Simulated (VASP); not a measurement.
# NaF (Villiaumite) (Fm-3m) in VASP: notebook

Runs on NaF (Villiaumite). Level: r2SCAN. Tasks: single point.

Everything below comes from runs of VASP 6.6.1. Logs are shortened: lines on timing, memory, paths and dates and some standing lists are left out, and cuts for length are marked.

## (1) The cell of the first run

Symmetry: Fm-3m, No. 225, cubic system. The conventional cell has a = 4.441 Å, b = 4.441 Å, c = 4.441 Å, α = 90.00°, β = 90.00°, γ = 90.00°. Na (site symmetry m-3m) has 6 F at 2.22 Å within 2.9 Å. F (site symmetry m-3m) has 6 Na at 2.22 Å within 2.9 Å.

## (2) Single point, r2SCAN

POSCAR

```
NaF
1.0
    2.2204268129      2.2204268129      0.0000000000
   -2.2204268129      2.2204268129      0.0000000000
    0.0000000000      2.2204268129      2.2204268129
Na F
1 1
Direct
    0.0000000000      0.0000000000      0.0000000000
    0.5000000000      0.5000000000      0.0000000000
```

INCAR.step1

```
SYSTEM = NaF
PREC = Accurate
ENCUT = 520
ISMEAR = 0
SIGMA = 0.01
LREAL = .FALSE.
LASPH = .TRUE.
NELM = 80
NBANDS = 14
GGA = PE
ALGO = Normal
EDIFF = 1E-4
LWAVE = .TRUE.
LCHARG = .FALSE.
```

INCAR.step2

```
SYSTEM = NaF
PREC = Accurate
ENCUT = 520
EDIFF = 1E-7
ISMEAR = 0
SIGMA = 0.01
LREAL = .FALSE.
LASPH = .TRUE.
NELM = 80
ALGO = Normal
ISIF = 2
LWAVE = .FALSE.
LCHARG = .FALSE.
METAGGA = R2SCAN
LMIXTAU = .TRUE.
NBANDS = 14
ISTART = 1
```

KPOINTS

```
regular mesh
0
G
  8 8 8
  0 0 0
```

Potentials or basis: VASP PAW PBE potentials, release 64 (Na_pv, F).

The run is started by

```bash
> cat potpaw_PBE.64/Na_pv/POTCAR potpaw_PBE.64/F/POTCAR > POTCAR
> cp INCAR.step1 INCAR
> mpirun -np 1 vasp_std > vasp.out
> cp INCAR.step2 INCAR
> mpirun -np 1 vasp_std > vasp.out
```

OUTCAR:

```text
SYSTEM = NaF
   PREC = Accurate
   ENCUT = 520
   EDIFF = 1E-7
   ISMEAR = 0
   LREAL = .FALSE.
   LASPH = .TRUE.
   NELM = 80
   ISIF = 2
   METAGGA = R2SCAN
   ISTART = 1

 ion  position               nearest neighbor table
   1  0.000  0.000  0.000-   2 2.22   2 2.22   2 2.22   2 2.22   2 2.22   2 2.22
   2  0.500  0.500  0.000-   1 2.22   1 2.22   1 2.22   1 2.22   1 2.22   1 2.22

  LATTYP: Found a face centered cubic cell.
 ALAT       =     4.4408536258

  Lattice vectors:

 A1 = (   0.0000000000,   2.2204268129,   2.2204268129)
 A2 = (   2.2204268129,   0.0000000000,   2.2204268129)
 A3 = (   2.2204268129,   2.2204268129,   0.0000000000)

Analysis of symmetry for initial positions (statically):
=====================================================================
 Subroutine PRICEL returns:
 Original cell was already a primitive cell.

 Routine SETGRP: Setting up the symmetry group for a
 face centered cubic supercell.

 Subroutine GETGRP returns: Found 48 space group operations
 (whereof 48 operations were pure point group operations)
 out of a pool of 48 trial point group operations.

The static configuration has the point symmetry O_h .

Analysis of symmetry for dynamics (positions and initial velocities):
=====================================================================
 Subroutine PRICEL returns:
 Original cell was already a primitive cell.

 Routine SETGRP: Setting up the symmetry group for a
 face centered cubic supercell.

 Subroutine GETGRP returns: Found 48 space group operations
 (whereof 48 operations were pure point group operations)
 out of a pool of 48 trial point group operations.

The dynamic configuration has the point symmetry O_h .

 Subroutine INISYM returns: Found 48 space group operations
 (whereof 48 operations are pure point group operations),
 and found     1 'primitive' translations

----------------------------------------------------------------------------------------

                                     Primitive cell

  volume of cell :      21.8947

  direct lattice vectors                    reciprocal lattice vectors
     2.220426813  2.220426813  0.000000000     0.225181932  0.225181932 -0.225181932
    -2.220426813  2.220426813  0.000000000    -0.225181932  0.225181932 -0.225181932
     0.000000000  2.220426813  2.220426813     0.000000000  0.000000000  0.450363864

  length of vectors
     3.140157713  3.140157713  3.140157713     0.390026547  0.390026547  0.450363864

  position of ions in fractional coordinates (direct lattice)
     0.000000000  0.000000000  0.000000000
     0.500000000  0.500000000  0.000000000

  ion indices of the primitive-cell ions
   primitive index   ion index
                 1           1
                 2           2

----------------------------------------------------------------------------------------

 KPOINTS: regular mesh

Automatic generation of k-mesh.
 Grid dimensions read from file:
 generate k-points for:    8    8    8

 Generating k-lattice:

  Cartesian coordinates                     Fractional coordinates (reciprocal lattice)
     0.028147742  0.028147742 -0.028147742     0.125000000  0.000000000  0.000000000
    -0.028147742  0.028147742 -0.028147742     0.000000000  0.125000000  0.000000000
     0.000000000  0.000000000  0.056295483     0.000000000  0.000000000  0.125000000

  Length of vectors
     0.048753318  0.048753318  0.056295483

  Shift w.r.t. Gamma in fractional coordinates (k-lattice)
     0.000000000  0.000000000  0.000000000

 Subroutine IBZKPT returns following result:
 ===========================================

 Found     29 irreducible k-points:

 Following reciprocal coordinates:
            Coordinates               Weight
  0.000000  0.000000  0.000000      1.000000
  0.125000  0.000000  0.000000      8.000000
  0.250000  0.000000  0.000000      8.000000
  0.375000  0.000000  0.000000      8.000000
  0.500000  0.000000  0.000000      4.000000
  0.125000  0.125000  0.000000     12.000000
[... 16 lines left out ...]
  0.375000  0.250000  0.125000     48.000000
  0.500000  0.250000  0.125000     24.000000
 [... further k-points ...]
   k-points           NKPTS =     29   k-points in BZ     NKDIM =     29   number of bands    NBANDS=     14
   number of dos      NEDOS =    301   number of ions     NIONS =      2
   total plane-waves  NPLWV =  13824
   dimension x,y,z NGX =    24 NGY =   24 NGZ =   24
   dimension x,y,z NGXF=    48 NGYF=   48 NGZF=   48
   ions per type =               1   1
   NGX,Y,Z   is equivalent  to a cutoff of  12.71, 12.71, 12.71 a.u.
   NGXF,Y,Z  is equivalent  to a cutoff of  25.41, 25.41, 25.41 a.u.
 SYSTEM =  NaF
   PREC   = accura    normal or accurate (medium, high low for compatibility)
   ISTART =      1    job   : 0-new  1-cont  2-samecut
   ICHARG =      0    charge: 1-file 2-atom 10-const
   ISPIN  =      1    spin polarized calculation?
   LNONCOLLINEAR =      F non collinear calculations
   LSORBIT =      F    spin-orbit coupling
   LASPH  =      T    aspherical Exc in radial PAW
   ENCUT  =  520.0 eV  38.22 Ry    6.18 a.u.   5.84  5.84  5.84*2*pi/ulx,y,z
   NELM   =     80;   NELMIN=  2; NELMDL=  0     # of ELM steps
   EDIFF  = 0.1E-06   stopping-criterion for ELM
   LREAL  =      F    real-space projection
   EDIFFG = 0.1E-05   stopping-criterion for IOM
   NSW    =      0    number of steps for IOM
   IBRION =     -1    ionic relax: 0-MD 1-quasi-New 2-CG
   NFREE  =      0    steps in history (QN), initial steepest desc. (CG)
   ISIF   =      2    stress and relaxation
   ISYM   =      2    0-nonsym 1-usesym 2-fastsym
   POTIM  = 0.5000    time-step for ionic-motion
   TEBEG  =    0.0;   TEEND  =   0.0 temperature during run
   PSTRESS=    0.0 pullay stress
   NELECT =      14.0000    total number of electrons
   NUPDOWN=      -1.0000    fix difference up-down
   EMIN   =  10.00;   EMAX   =-10.00  energy-range for DOS
   EFERMI =   0.00;   METHOD = LEGACY
   ISMEAR =     0;   SIGMA  =   0.01  broadening in eV -4-tet -1-fermi 0-gaus
   EFERMI_NEDOS =   21; number of points for ismear=-14 and -15
   IALGO  =     38    algorithm
   IMIX   =      4    mixing-type and parameters
     AMIX     =   0.40;   BMIX     =  1.00
     AMIX_MAG =   1.60;   BMIX_MAG =  1.00
  volume/ion in A,a.u.               =      10.95        73.88
  Fermi-wavevector in a.u.,A,eV,Ry     =   1.410385  2.665241 27.064521  1.989186
  Thomas-Fermi vector in A             =   2.532344
   LORBIT       =      0    0 simple, 1 ext, 2 COOP (PROOUT), +10 PAW based schemes
   METAGGA = R2SCAN    functional components
   LHFCALC =     F    Hartree Fock is set to
   AEXX    =    0.0000 exact exchange contribution
   IVDW    =     0    specifies the selected vdW correction
   LEPSILON=     F    determine dielectric tensor
   LRPA    =     F    only Hartree local field effects (RPA)
 non-spin polarized calculation
 Gauss-broadening in eV      SIGMA  =   0.01
  energy-cutoff  :      520.00
  volume of cell :       21.89
 maximum number of plane-waves:       609
   NGX = 11   NGY = 11   NGZ = 11

 number of electron      14.0000013 magnetization

 Free energy of the ion-electron system (eV)
  ---------------------------------------------------
  ext. energy  EPLUGINS =         0.00000000
  ---------------------------------------------------
  free energy    TOTEN  =       -12.56485225 eV

  energy without entropy =      -12.56485225  energy(sigma->0) =      -12.56485225

 E-fermi :  -1.9597     XC(G=0): -10.4739

 val. band max:       -2.1322791926   @ k =   0.0000   0.0000   0.0000
 cond. band min:       5.8233614446   @ k =   0.0000   0.0000   0.0000
 fundamental gap:      7.9556406372
 Fermi energy:        -1.9597320551

 k-point     1 :       0.0000    0.0000    0.0000
  band No.  band energies     occupation
      1     -22.6637      2.00000
      2     -21.2577      2.00000
      3     -21.2575      2.00000
      4     -21.2573      2.00000
      5      -2.1323      2.00000
      6      -2.1323      2.00000
      7      -2.1323      2.00000
      8       5.8234      0.00000
      9      18.5721      0.00000
     10      18.5729      0.00000
     11      18.5737      0.00000
     12      21.5596      0.00000
     13      24.2619      0.00000
     14      24.2621      0.00000

 k-point     2 :       0.1250    0.0000    0.0000
  band No.  band energies     occupation
      1     -22.7370      2.00000
      2     -21.2599      2.00000
      3     -21.2596      2.00000
      4     -21.1566      2.00000
      5      -2.4649      2.00000
      6      -2.1836      2.00000
      7      -2.1836      2.00000
      8       6.4142      0.00000
      9      16.7424      0.00000
     10      18.8981      0.00000
     11      18.8990      0.00000
     12      23.8999      0.00000
     13      23.9000      0.00000
     14      23.9012      0.00000

 k-point     3 :       0.2500    0.0000    0.0000
  band No.  band energies     occupation
      1     -22.8855      2.00000
      2     -21.2651      2.00000
      3     -21.2649      2.00000
      4     -20.9429      2.00000
      5      -3.1590      2.00000
      6      -2.3056      2.00000
      7      -2.3055      2.00000
      8       7.8320      0.00000
      9      14.6844      0.00000
     10      19.7121      0.00000
     11      19.7129      0.00000
     12      23.3562      0.00000
     13      23.3564      0.00000
     14      25.5913      0.00000
[... 324 lines left out ...]
 k-point    23 :       0.3750    0.2500    0.1250
  band No.  band energies     occupation
      1     -22.8531      2.00000
      2     -21.3323      2.00000
      3     -21.2911      2.00000
      4     -20.8751      2.00000
      5      -3.5677      2.00000
      6      -2.7262      2.00000
      7      -2.5129      2.00000
      8      10.4534      0.00000
      9      13.1097      0.00000
     10      18.0676      0.00000
     11      19.9226      0.00000
     12      21.8812      0.00000
     13      24.2329      0.00000
     14      29.0247      0.00000

 k-point    24 :       0.5000    0.2500    0.1250
  band No.  band energies     occupation
      1     -22.8575      2.00000
      2     -21.3363      2.00000
      3     -21.3026      2.00000
      4     -20.8499      2.00000
      5      -3.6517      2.00000
      6      -2.8234      2.00000
      7      -2.5582      2.00000
      8      11.4110      0.00000
      9      12.5765      0.00000
     10      17.7137      0.00000
     11      19.6158      0.00000
     12      22.6351      0.00000
     13      23.7795      0.00000
     14      29.2332      0.00000

 [... further k-points ...]

------------------------ aborting loop because EDIFF is reached ----------------------------------------

  FORCE on cell =-STRESS in cart. coord.  units (eV):
  Direction    XX          YY          ZZ          XY          YZ          ZX
  --------------------------------------------------------------------------------------
  -------------------------------------------------------------------------------------
  Total        0.8717175      0.8717175      0.8717175     -0.0000000      0.0000000     -0.0000000
  in kB       63.7891746     63.7891746     63.7891746     -0.0000000      0.0000000     -0.0000000
  external PRESSURE =      63.7891746 kB  Pullay stress =       0.0000000 kB

 VOLUME and BASIS-vectors are now :
 -----------------------------------------------------------------------------
  energy-cutoff  :      520.00
  volume of cell :       21.89
      direct lattice vectors                 reciprocal lattice vectors
     2.220426813  2.220426813  0.000000000     0.225181932  0.225181932 -0.225181932
    -2.220426813  2.220426813  0.000000000    -0.225181932  0.225181932 -0.225181932
     0.000000000  2.220426813  2.220426813     0.000000000  0.000000000  0.450363864

 POSITION                                       TOTAL-FORCE (eV/Angst)
 -----------------------------------------------------------------------------------
      0.00000      0.00000      0.00000        -0.000000     -0.000000      0.000000
      0.00000      2.22043      0.00000         0.000000      0.000000      0.000000
 -----------------------------------------------------------------------------------
    total drift:                                0.000000     -0.000000     -0.000000

  FREE ENERGIE OF THE ION-ELECTRON SYSTEM (eV)
  ---------------------------------------------------
  free  energy   TOTEN  =       -12.5648522486 eV

  energy  without entropy=      -12.5648522486  energy(sigma->0) =      -12.56485225
```

Wall time 30 s (1 thread of AMD EPYC 7R43 (Zen 3), shared host); peak memory 0.1 GiB.

Results:

```
Free energy            : -12.5649 eV
Pressure               : 6.4 GPa
Band gap on the k mesh : 7.96 eV, direct
```

Caveat: the PAW data sets were made with another functional, which shifts forces and pressure a little. r2SCAN opens gaps a little over a GGA but as a rule still falls short of measured ones.

## (3) Single point, r2SCAN

This run uses another cell than the first one, of 11.38 Å³/atom, 1.039 times its volume.

POSCAR

```
NaF
1.0
    2.2491167764      2.2491167764      0.0000000000
   -2.2491167764      2.2491167764      0.0000000000
    0.0000000000      2.2491167764      2.2491167764
Na F
1 1
Direct
    0.0000000000      0.0000000000      0.0000000000
    0.5000000000      0.5000000000      0.0000000000
```

INCAR.step1

```
SYSTEM = NaF
PREC = Accurate ; ENCUT = 520
ISMEAR = 0 ; SIGMA = 0.01
LREAL = .FALSE. ; LASPH = .TRUE.
NELM = 100 ; NBANDS = 14
GGA = PE ; ALGO = Normal
EDIFF = 1E-4 ; LWAVE = .TRUE.
LCHARG = .FALSE.
```

INCAR.step2

```
SYSTEM = NaF
PREC = Accurate ; ENCUT = 520
EDIFF = 1E-6 ; ISMEAR = 0
SIGMA = 0.01 ; LREAL = .FALSE.
LASPH = .TRUE. ; NELM = 100
ALGO = Normal ; ISIF = 2
LWAVE = .FALSE. ; LCHARG = .TRUE.
METAGGA = R2SCAN ; LMIXTAU = .TRUE.
LELF = .TRUE. ; LVHAR = .TRUE.
NBANDS = 14 ; ISTART = 1
```

KPOINTS is that of step 2.

Potentials or basis: VASP PAW PBE potentials, release 64 (Na_pv, F).

The run is started by

```bash
> cat potpaw_PBE.64/Na_pv/POTCAR potpaw_PBE.64/F/POTCAR > POTCAR
> cp INCAR.step1 INCAR
> mpirun -np 1 vasp_std > vasp.out
> cp INCAR.step2 INCAR
> mpirun -np 1 vasp_std > vasp.out
```

OUTCAR:

```text
SYSTEM = NaF
   PREC = Accurate
   ENCUT = 520
   EDIFF = 1E-6
   ISMEAR = 0
   LREAL = .FALSE.
   LASPH = .TRUE.
   NELM = 100
   ISIF = 2
   METAGGA = R2SCAN
   ISTART = 1

 ion  position               nearest neighbor table
   1  0.000  0.000  0.000-   2 2.25   2 2.25   2 2.25   2 2.25   2 2.25   2 2.25
   2  0.500  0.500  0.000-   1 2.25   1 2.25   1 2.25   1 2.25   1 2.25   1 2.25

  LATTYP: Found a face centered cubic cell.
 ALAT       =     4.4982335528

  Lattice vectors:

[... 596 lines left out ...]

  FORCE on cell =-STRESS in cart. coord.  units (eV):
  Direction    XX          YY          ZZ          XY          YZ          ZX
  --------------------------------------------------------------------------------------
  -------------------------------------------------------------------------------------
  Total        0.4720671      0.4720671      0.4720671      0.0000000      0.0000000     -0.0000000
  in kB       33.2390304     33.2390304     33.2390304      0.0000000      0.0000000     -0.0000000
  external PRESSURE =      33.2390304 kB  Pullay stress =       0.0000000 kB

 VOLUME and BASIS-vectors are now :
 -----------------------------------------------------------------------------
  energy-cutoff  :      520.00
  volume of cell :       22.75
      direct lattice vectors                 reciprocal lattice vectors
     2.249116776  2.249116776  0.000000000     0.222309488  0.222309488 -0.222309488
    -2.249116776  2.249116776  0.000000000    -0.222309488  0.222309488 -0.222309488
     0.000000000  2.249116776  2.249116776     0.000000000  0.000000000  0.444618977

 POSITION                                       TOTAL-FORCE (eV/Angst)
 -----------------------------------------------------------------------------------
      0.00000      0.00000      0.00000        -0.000000     -0.000000      0.000000
      0.00000      2.24912      0.00000         0.000000      0.000000      0.000000
 -----------------------------------------------------------------------------------
    total drift:                                0.000000     -0.000000     -0.000000

  FREE ENERGIE OF THE ION-ELECTRON SYSTEM (eV)
  ---------------------------------------------------
  free  energy   TOTEN  =       -12.5913304332 eV

  energy  without entropy=      -12.5913304332  energy(sigma->0) =      -12.59133043
```

OUTCAR.step1:

```text
SYSTEM = NaF
   PREC = Accurate
   ENCUT = 520
   ISMEAR = 0
   LREAL = .FALSE.
   LASPH = .TRUE.
[... 629 lines left out ...]
      0.00000      0.00000      0.00000         0.000000      0.000000      0.000000
      0.00000      2.24912      0.00000        -0.000000     -0.000000      0.000000
 -----------------------------------------------------------------------------------
    total drift:                                0.000000     -0.000000     -0.000000

  FREE ENERGIE OF THE ION-ELECTRON SYSTEM (eV)
  ---------------------------------------------------
  free  energy   TOTEN  =        -8.4946516955 eV

  energy  without entropy=       -8.4946516955  energy(sigma->0) =       -8.49465170
```

OSZICAR.step1:

```text
N       E                     dE             d eps       ncg     rms          rms(c)
DAV:   1     0.106939201002E+03    0.10694E+03   -0.78553E+03   840   0.123E+03
DAV:   2    -0.426488804776E+01   -0.11120E+03   -0.10389E+03   890   0.347E+02
DAV:   3    -0.934738347683E+01   -0.50825E+01   -0.50722E+01  1028   0.674E+01
DAV:   4    -0.938380856950E+01   -0.36425E-01   -0.36424E-01   920   0.623E+00
DAV:   5    -0.938413086140E+01   -0.32229E-03   -0.32229E-03  1004   0.597E-01    0.545E+00
DAV:   6    -0.850128645261E+01    0.88284E+00   -0.29266E+00   998   0.155E+01    0.175E+00
DAV:   7    -0.849294563792E+01    0.83408E-02   -0.30620E-02   836   0.209E+00    0.105E+00
DAV:   8    -0.849421802459E+01   -0.12724E-02   -0.25438E-02   866   0.296E+00    0.140E-01
DAV:   9    -0.849467465542E+01   -0.45663E-03   -0.33772E-03  1098   0.574E-01    0.928E-02
DAV:  10    -0.849465169554E+01    0.22960E-04   -0.53261E-04   884   0.294E-01
   1 F= -.84946517E+01 E0= -.84946517E+01  d E =-.143473E-47
```

Wall time 32 s (1 thread of AMD EPYC 7R43 (Zen 3), shared host); peak memory 0.1 GiB.

What came out:

| Property | Result |
| --- | --- |
| Free energy | -12.5913 eV |
| Pressure | 3.3 GPa |
| Band gap on the k mesh | 7.71 eV, direct |

Caveat: the PAW data sets were made with another functional, which shifts forces and pressure a little. r2SCAN opens gaps a little over a GGA but as a rule still falls short of measured ones.
